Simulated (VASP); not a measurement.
A run of VASP 6.6.1 is set up as follows.

The input INCAR:

```
SYSTEM = Be
  PREC = Accurate
  ENCUT = 600
  EDIFF = 1E-6
  ISMEAR = -1
  SIGMA = 0.08
  LREAL = .FALSE.
  LASPH = .TRUE.
  NELM = 60
  ALGO = Normal
  ISIF = 3
  LWAVE = .FALSE.
  LCHARG = .FALSE.
  GGA = PS
  IBRION = 2
  NSW = 60
  EDIFFG = -0.005
  PSTRESS = 130.0
```

The input KPOINTS:

```
regular mesh
0
G
  20 20 11
  0 0 0
```

POSCAR

```
Be
1.0
    2.1662228217      0.0000000000      0.0000000000
   -1.0831114108      1.8760039938      0.0000000000
    0.0000000000      0.0000000000      3.5092809711
Be
2
Direct
    0.3333333333      0.6666666667      0.2500000000
    0.6666666667      0.3333333333      0.7500000000
```

Potentials or basis: VASP PAW PBE potentials, release 64 (Be).

Launch:

```console
$ cat potpaw_PBE.64/Be/POTCAR > POTCAR
$ mpirun -np 1 vasp_std > vasp.out
```

Question: Estimate the band gap on the k mesh.

Answer: Zero (bands 2 and 3 overlap by 1.49 eV).

Question: Estimate the relaxed cell.

Answer: a = 2.191 Å, b = 2.191 Å, c = 3.457 Å, α = 90.00°, β = 90.00°, γ = 120.00°.

Question: Predict the space group after relaxing (to 0.1 Å).

Answer: P6_3/mmc (No. 194).

Final structure:
```
CELL_PARAMETERS angstrom
2.19069 0.00000 0.00000
-1.09535 1.89720 0.00000
0.00000 0.00000 3.45651
ATOMIC_POSITIONS crystal
Be 0.33333 0.66667 0.25000
Be 0.66667 0.33333 0.75000
```

Caveat: the cell is relaxed towards a set pressure, so the run minimises the enthalpy, not the energy.
